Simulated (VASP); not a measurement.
# InP (I-4m2) in VASP: notebook

Runs on InP. Level: LDA. Tasks: single point.

Program: VASP 6.6.1. These are calculated values, not measurements. Logs are shortened: lines on timing, memory, paths and dates and some standing lists are left out, and cuts for length are marked.

## 1. The cell of the first run

The structure is tetragonal, space group I-4m2 (No. 119). The conventional cell has a = 4.100 Å, b = 4.100 Å, c = 5.858 Å, α = 90.00°, β = 90.00°, γ = 90.00°. Within 3.3 Å of In (site symmetry -4m2) lie 4 P at 2.52 Å. P (site symmetry -4m2) has 4 In at 2.52 Å within 3.3 Å.

## 2. Single point, LDA (film at in-plane strain -0.005)

INCAR reads:

```
PREC = Accurate ; ENCUT = 520
EDIFF = 1E-6 ; ISMEAR = 0
SIGMA = 0.01 ; LREAL = False
LASPH = True ; NELM = 80
ALGO = Normal ; ISIF = 2
LWAVE = False ; LCHARG = False
NBANDS = 16
```

KPOINTS reads:

```
Automatic mesh
0
Gamma
  8 8 8
```

POSCAR reads:

```
InP
1.0
    2.8990910621      2.8990910621      0.0000000000
   -2.8990910621      2.8990910621      0.0000000000
    0.0000000000      2.8990910621      2.9292354716
In P
1 1
Direct
    0.0000000000      0.0000000000      0.0000000000
    0.7500000000      0.2500000000      0.5000000000
```

Potentials or basis: VASP PAW LDA potentials, release 64 (In_d, P).

Started as:

```sh
$ cat potpaw_LDA.64/In_d/POTCAR potpaw_LDA.64/P/POTCAR > POTCAR
$ mpirun -np 1 vasp_std > vasp.out
```

OUTCAR:

```text
PREC = Accurate
   ENCUT = 520
   EDIFF = 1E-6
   ISMEAR = 0
   LREAL = False
   LASPH = True
   NELM = 80
   ISIF = 2

 ion  position               nearest neighbor table
   1  0.000  0.000  0.000-   2 2.52   2 2.52   2 2.52   2 2.52
   2  0.750  0.250  0.500-   1 2.52   1 2.52   1 2.52   1 2.52

  LATTYP: Found a body centered tetragonal cell.
 ALAT       =     4.0999338986
 C/A-ratio  =     1.4289183894

  Lattice vectors:

 A1 = (   2.8990910621,   0.0000000000,  -2.9292354716)
 A2 = (  -2.8990910621,   0.0000000000,  -2.9292354716)
 A3 = (   0.0000000000,   2.8990910621,   2.9292354716)

Analysis of symmetry for initial positions (statically):
=====================================================================
 Subroutine PRICEL returns:
 Original cell was already a primitive cell.

 Routine SETGRP: Setting up the symmetry group for a
 body centered tetragonal supercell.

 Subroutine GETGRP returns: Found  8 space group operations
 (whereof  8 operations were pure point group operations)
 out of a pool of 16 trial point group operations.

The static configuration has the point symmetry D_2d.

Analysis of symmetry for dynamics (positions and initial velocities):
=====================================================================
 Subroutine PRICEL returns:
 Original cell was already a primitive cell.

 Routine SETGRP: Setting up the symmetry group for a
 body centered tetragonal supercell.

 Subroutine GETGRP returns: Found  8 space group operations
 (whereof  8 operations were pure point group operations)
 out of a pool of 16 trial point group operations.

The dynamic configuration has the point symmetry D_2d.

 Subroutine INISYM returns: Found  8 space group operations
 (whereof  8 operations are pure point group operations),
 and found     1 'primitive' translations

----------------------------------------------------------------------------------------

                                     Primitive cell

  volume of cell :      49.2389

  direct lattice vectors                    reciprocal lattice vectors
     2.899091062  2.899091062  0.000000000     0.172467849  0.172467849 -0.170693003
    -2.899091062  2.899091062  0.000000000    -0.172467849  0.172467849 -0.170693003
     0.000000000  2.899091062  2.929235472     0.000000000  0.000000000  0.341386007

  length of vectors
     4.099933899  4.099933899  4.121304337     0.297701897  0.297701897  0.341386007

  position of ions in fractional coordinates (direct lattice)
     0.000000000  0.000000000  0.000000000
     0.750000000  0.250000000  0.500000000

  ion indices of the primitive-cell ions
   primitive index   ion index
                 1           1
                 2           2

----------------------------------------------------------------------------------------

 KPOINTS: Automatic mesh

Automatic generation of k-mesh.
 Grid dimensions read from file:
 generate k-points for:    8    8    8

 Generating k-lattice:

  Cartesian coordinates                     Fractional coordinates (reciprocal lattice)
     0.021558481  0.021558481 -0.021336625     0.125000000  0.000000000  0.000000000
    -0.021558481  0.021558481 -0.021336625     0.000000000  0.125000000  0.000000000
     0.000000000  0.000000000  0.042673251     0.000000000  0.000000000  0.125000000

  Length of vectors
     0.037212737  0.037212737  0.042673251

  Shift w.r.t. Gamma in fractional coordinates (k-lattice)
     0.000000000  0.000000000  0.000000000

 Subroutine IBZKPT returns following result:
 ===========================================

 Found     59 irreducible k-points:

 Following reciprocal coordinates:
            Coordinates               Weight
  0.000000  0.000000  0.000000      1.000000
  0.125000  0.000000 -0.000000      8.000000
  0.250000  0.000000 -0.000000      8.000000
  0.375000  0.000000 -0.000000      8.000000
  0.500000  0.000000 -0.000000      4.000000
  0.125000  0.125000 -0.000000      8.000000
[... 16 lines left out ...]
  0.250000  0.000000  0.125000      4.000000
  0.375000  0.000000  0.125000      8.000000
 [... further k-points ...]
   k-points           NKPTS =     59   k-points in BZ     NKDIM =     59   number of bands    NBANDS=     16
   number of dos      NEDOS =    301   number of ions     NIONS =      2
   total plane-waves  NPLWV =  28800
   dimension x,y,z NGX =    30 NGY =   30 NGZ =   32
   dimension x,y,z NGXF=    60 NGYF=   60 NGZF=   64
   ions per type =               1   1
   NGX,Y,Z   is equivalent  to a cutoff of  12.16, 12.16, 12.91 a.u.
   NGXF,Y,Z  is equivalent  to a cutoff of  24.33, 24.33, 25.82 a.u.
 SYSTEM =  unknown system
   PREC   = accura    normal or accurate (medium, high low for compatibility)
   ISTART =      0    job   : 0-new  1-cont  2-samecut
   ICHARG =      2    charge: 1-file 2-atom 10-const
   ISPIN  =      1    spin polarized calculation?
   LNONCOLLINEAR =      F non collinear calculations
   LSORBIT =      F    spin-orbit coupling
   LASPH  =      T    aspherical Exc in radial PAW
   ENCUT  =  520.0 eV  38.22 Ry    6.18 a.u.   7.62  7.62  7.66*2*pi/ulx,y,z
   NELM   =     80;   NELMIN=  2; NELMDL= -5     # of ELM steps
   EDIFF  = 0.1E-05   stopping-criterion for ELM
   LREAL  =      F    real-space projection
   EDIFFG = 0.1E-04   stopping-criterion for IOM
   NSW    =      0    number of steps for IOM
   IBRION =     -1    ionic relax: 0-MD 1-quasi-New 2-CG
   NFREE  =      0    steps in history (QN), initial steepest desc. (CG)
   ISIF   =      2    stress and relaxation
   ISYM   =      2    0-nonsym 1-usesym 2-fastsym
   POTIM  = 0.5000    time-step for ionic-motion
   TEBEG  =    0.0;   TEEND  =   0.0 temperature during run
   PSTRESS=    0.0 pullay stress
   NELECT =      18.0000    total number of electrons
   NUPDOWN=      -1.0000    fix difference up-down
   EMIN   =  10.00;   EMAX   =-10.00  energy-range for DOS
   EFERMI =   0.00;   METHOD = LEGACY
   ISMEAR =     0;   SIGMA  =   0.01  broadening in eV -4-tet -1-fermi 0-gaus
   EFERMI_NEDOS =   21; number of points for ismear=-14 and -15
   IALGO  =     38    algorithm
   IMIX   =      4    mixing-type and parameters
     AMIX     =   0.40;   BMIX     =  1.00
     AMIX_MAG =   1.60;   BMIX_MAG =  1.00
  volume/ion in A,a.u.               =      24.62       166.14
  Fermi-wavevector in a.u.,A,eV,Ry     =   1.170567  2.212051 18.643077  1.370227
  Thomas-Fermi vector in A             =   2.307024
   LORBIT       =      0    0 simple, 1 ext, 2 COOP (PROOUT), +10 PAW based schemes
   GGA     = CA    functional components
   LHFCALC =     F    Hartree Fock is set to
   AEXX    =    0.0000 exact exchange contribution
   IVDW    =     0    specifies the selected vdW correction
   LEPSILON=     F    determine dielectric tensor
   LRPA    =     F    only Hartree local field effects (RPA)
 non-spin polarized calculation
 Gauss-broadening in eV      SIGMA  =   0.01
  energy-cutoff  :      520.00
  volume of cell :       49.24
 maximum number of plane-waves:      1363
   NGX = 15   NGY = 15   NGZ = 15

 number of electron      18.0000009 magnetization

 Free energy of the ion-electron system (eV)
  ---------------------------------------------------
  ext. energy  EPLUGINS =         0.00000000
  ---------------------------------------------------
  free energy    TOTEN  =        -9.67130702 eV

  energy without entropy =       -9.67130702  energy(sigma->0) =       -9.67130702

 E-fermi :   5.3262     XC(G=0):  -9.7058

 val. band max:        5.2723618848   @ k =   0.0000   0.0000   0.0000
 cond. band min:       5.8842828338   @ k =   0.0000   0.0000   0.0000
 fundamental gap:      0.6119209490
 Fermi energy:         5.3262498807

 k-point     1 :       0.0000    0.0000    0.0000
  band No.  band energies     occupation
      1      -8.9835      2.00000
      2      -8.9791      2.00000
      3      -8.9791      2.00000
      4      -8.8145      2.00000
      5      -8.8142      2.00000
      6      -6.4435      2.00000
[... 8 lines left out ...]
     15      14.6576      0.00000
     16      14.8231      0.00000

 k-point     2 :       0.1250    0.0000   -0.0000
  band No.  band energies     occupation
      1      -9.0015      2.00000
      2      -8.9737      2.00000
      3      -8.9710      2.00000
      4      -8.8146      2.00000
      5      -8.8139      2.00000
      6      -6.2571      2.00000
[... 8 lines left out ...]
     15      14.1019      0.00000
     16      14.4471      0.00000

 k-point     3 :       0.2500    0.0000   -0.0000
  band No.  band energies     occupation
      1      -9.0488      2.00000
      2      -8.9564      2.00000
      3      -8.9537      2.00000
      4      -8.8125      2.00000
      5      -8.8107      2.00000
      6      -5.7351      2.00000
[... 8 lines left out ...]
     15      13.8254      0.00000
     16      14.2059      0.00000

 k-point     4 :       0.3750    0.0000   -0.0000
  band No.  band energies     occupation
      1      -9.0929      2.00000
      2      -8.9435      2.00000
      3      -8.9407      2.00000
      4      -8.8058      2.00000
      5      -8.8026      2.00000
      6      -5.0280      2.00000
[... 8 lines left out ...]
     15      14.7382      0.00000
     16      14.7718      0.00000
[... 324 lines left out ...]
 k-point    22 :       0.0000    0.0000    0.1250
  band No.  band energies     occupation
      1      -9.0188      2.00000
      2      -8.9632      2.00000
      3      -8.9632      2.00000
      4      -8.8206      2.00000
      5      -8.8090      2.00000
      6      -6.1989      2.00000
[... 8 lines left out ...]
     15      14.8591      0.00000
     16      14.9585      0.00000

 k-point    23 :       0.2500    0.0000    0.1250
  band No.  band energies     occupation
      1      -9.0318      2.00000
      2      -8.9617      2.00000
      3      -8.9578      2.00000
      4      -8.8197      2.00000
      5      -8.8085      2.00000
      6      -5.9559      2.00000
[... 8 lines left out ...]
     15      14.1346      0.00000
     16      15.4284      0.00000

 k-point    24 :       0.3750    0.0000    0.1250
  band No.  band energies     occupation
      1      -9.0747      2.00000
      2      -8.9432      2.00000
      3      -8.9429      2.00000
      4      -8.8189      2.00000
      5      -8.8038      2.00000
      6      -5.3590      2.00000
[... 8 lines left out ...]
     15      14.8428      0.00000
     16      15.5088      0.00000

 [... further k-points ...]
[... 5 lines left out ...]
  --------------------------------------------------------------------------------------
  -------------------------------------------------------------------------------------
  Total        0.1475378      0.1475378      0.0052886      0.0000000      0.0000000     -0.0000000
  in kB        4.8007138      4.8007138      0.1720856      0.0000000      0.0000000     -0.0000000
  external PRESSURE =       3.2578377 kB  Pullay stress =       0.0000000 kB

 VOLUME and BASIS-vectors are now :
 -----------------------------------------------------------------------------
  energy-cutoff  :      520.00
  volume of cell :       49.24
      direct lattice vectors                 reciprocal lattice vectors
     2.899091062  2.899091062  0.000000000     0.172467849  0.172467849 -0.170693003
    -2.899091062  2.899091062  0.000000000    -0.172467849  0.172467849 -0.170693003
     0.000000000  2.899091062  2.929235472     0.000000000  0.000000000  0.341386007

 POSITION                                       TOTAL-FORCE (eV/Angst)
 -----------------------------------------------------------------------------------
      0.00000      0.00000      0.00000         0.000000     -0.000000      0.000000
      1.44955      4.34864      1.46462        -0.000000      0.000000      0.000000
 -----------------------------------------------------------------------------------
    total drift:                               -0.000003     -0.000000     -0.000000

  FREE ENERGIE OF THE ION-ELECTRON SYSTEM (eV)
  ---------------------------------------------------
  free  energy   TOTEN  =        -9.6713070205 eV

  energy  without entropy=       -9.6713070205  energy(sigma->0) =       -9.67130702
```

Run time: 20 s. Hardware: 1 thread of AMD EPYC 9R45 (Zen 5), shared host; peak memory 0.15 GiB.

Results:

| Quantity | Value |
| --- | --- |
| Free energy | -9.6713 eV |
| Pressure | 0.3 GPa |
| Band gap on the k mesh | 0.61 eV, direct |

Levels at points of the mesh, in eV from the valence-band top:
```
           k point  band 5  band 6  band 7  band 8  band 9  band 10  band 11  band 12  band 13  band 14
(0.00, 0.00, 0.00)  -14.09  -11.72   -0.05    0.00    0.00     0.61     3.94     3.94     3.96     8.37
(0.50, 0.00, 0.00)  -14.07   -9.89   -5.97   -1.08   -1.01     1.36     4.65     4.72     6.92     9.32
(0.50, 0.50, 0.00)  -14.05   -9.18   -5.95   -2.47   -2.47     1.52     2.07     9.15     9.52     9.59
(0.00, 0.00, 0.50)  -14.05   -9.22   -6.02   -2.41   -2.41     1.58     2.17     9.05     9.57     9.57
```

Caveat: the cell differs from its parent crystal (film at in-plane strain -0.005); spin-orbit coupling is left out, which moves the levels of the heavy elements.

## 3. Single point, LDA (in-plane strain +0.005, then relaxed in part)

INCAR reads:

```
SYSTEM = InP
PREC     = Accurate       ! precision mode
ENCUT    = 520            ! plane-wave cutoff, eV
EDIFF    = 1E-6           ! SCF threshold, eV
ISMEAR   = 0              ! smearing method
SIGMA    = 0.01           ! smearing width, eV
LREAL    = .FALSE.        ! projectors in reciprocal space
LASPH    = .TRUE.         ! aspherical terms in the spheres
NELM     = 60             ! most SCF steps
ALGO     = Normal         ! electronic algorithm
ISIF     = 2              ! what is computed and relaxed
LWAVE    = .FALSE.        ! write WAVECAR
LCHARG   = .FALSE.        ! write CHGCAR
GGA      = CA             ! functional
NBANDS   = 16             ! bands
```

KPOINTS reads:

```
Automatic mesh
0
G
  8 8 8
  0 0 0
```

POSCAR reads:

```
InP
1.0
    2.9282276557      2.9282276557      0.0000000000
   -2.9282276557      2.9282276557      0.0000000000
    0.0000000000      2.9282276557      2.8966203452
In P
1 1
Direct
    0.0000000000      0.0000000000      0.0000000000
    0.7500000000      0.2500000000      0.5000000000
```

Potentials or basis: VASP PAW LDA potentials, release 64 (In_d, P).

Started as:

```sh
$ cat potpaw_LDA.64/In_d/POTCAR potpaw_LDA.64/P/POTCAR > POTCAR
$ mpirun -np 1 vasp_std > vasp.out
```

It took 19 s on 1 thread of AMD EPYC 9R45 (Zen 5), shared host; peak memory 0.15 GiB.

The run converged. Its results:

```yaml
Free_energy: -9.6715 eV
Pressure: -0.3 GPa
Band_gap_on_the_k_mesh: 0.55 eV, direct
```

Stress tensor (GPa, compression positive):
```
-0.46  0.00  0.00
 0.00 -0.46  0.00
 0.00  0.00  0.01
```

Levels at points of the mesh, in eV from the valence-band top:
```tsv
k point	band 7	band 8	band 9	band 10	band 11	band 12
(0.00, 0.00, 0.00)	-0.05	-0.05	0.00	0.55	3.92	3.93
(0.50, 0.00, 0.00)	-5.93	-1.08	-1.01	1.32	4.63	4.71
(0.50, 0.50, 0.00)	-5.97	-2.42	-2.41	1.56	2.12	9.00
(0.00, 0.00, 0.50)	-5.91	-2.48	-2.48	1.50	2.02	9.11
```

Caveat: the cell differs from its parent crystal (in-plane strain +0.005, then relaxed in part); spin-orbit coupling is left out, which moves the levels of the heavy elements.

## 4. Single point, LDA (in-plane strain +0.005)

INCAR reads:

```
  PREC = Accurate
  ENCUT = 520
  EDIFF = 1E-7
  ISMEAR = 0
  SIGMA = 0.01
  LREAL = F
  LASPH = T
  NELM = 100
  ALGO = Normal
  ISIF = 2
  LWAVE = F
  LCHARG = T
  LELF = T
  LVHAR = T
  NBANDS = 16
```

KPOINTS reads:

```
Automatic mesh
0
Gamma
  8 8 8
```

POSCAR, as its differences from that of step 3:

```diff
@@ -4,3 +4,3 @@
    -2.9282276557      2.9282276557      0.0000000000
-    0.0000000000      2.9282276557      2.8966203452
+    0.0000000000      2.9282276557      2.9049183808
 In P
```

Started as:

```sh
$ cat potpaw_LDA.64/In_d/POTCAR potpaw_LDA.64/P/POTCAR > POTCAR
$ mpirun -np 1 vasp_std > vasp.out
```

It took 22 s on 1 thread of AMD EPYC 9R45 (Zen 5), shared host; peak memory 0.15 GiB.

It converged, with:

```
Free energy            : -9.6714 eV
Pressure               : -0.5 GPa
Band gap on the k mesh : 0.54 eV, direct
```

Stress tensor (GPa, compression positive):
```
-0.61  0.00  0.00
 0.00 -0.61  0.00
 0.00  0.00 -0.26
```

Levels at points of the mesh, in eV from the valence-band top:
```
           k point  band 6  band 7  band 8  band 9  band 10  band 11  band 12  band 13
(0.00, 0.00, 0.00)  -11.64   -0.04   -0.04    0.00     0.54     3.93     3.94     3.94
(0.50, 0.00, 0.00)   -9.85   -5.91   -1.06   -1.00     1.32     4.65     4.71     6.89
(0.50, 0.50, 0.00)   -9.18   -5.95   -2.41   -2.40     1.57     2.12     9.01     9.45
(0.00, 0.00, 0.50)   -9.15   -5.90   -2.45   -2.45     1.52     2.05     9.08     9.47
```

Caveat: the cell differs from its parent crystal (in-plane strain +0.005); spin-orbit coupling is left out, which moves the levels of the heavy elements.

## 5. The runs side by side

```csv
cell,gap on the mesh (eV),pressure (GPa)
"a = 4.100, b = 4.100, c = 4.121 Å, angles 60.2, 60.2, 90.0°, 2 atoms",0.61,0.3
"a = 4.141, b = 4.141, c = 4.119 Å, angles 59.8, 59.8, 90.0°, 2 atoms",0.55,-0.3
"a = 4.141, b = 4.141, c = 4.125 Å, angles 59.9, 59.9, 90.0°, 2 atoms",0.54,-0.5
```

Alike in all rows: task single point; level LDA; potentials or basis VASP PAW LDA potentials, release 64 (In_d, P); no spin polarisation; k mesh 8 × 8 × 8; cutoff (eV) 520; smearing gaussian 0.01 eV.

Caveats: spin-orbit coupling is left out, which moves the levels of the heavy elements.

Total energies depend on the potentials used, so only differences within one code and one set of settings carry meaning.
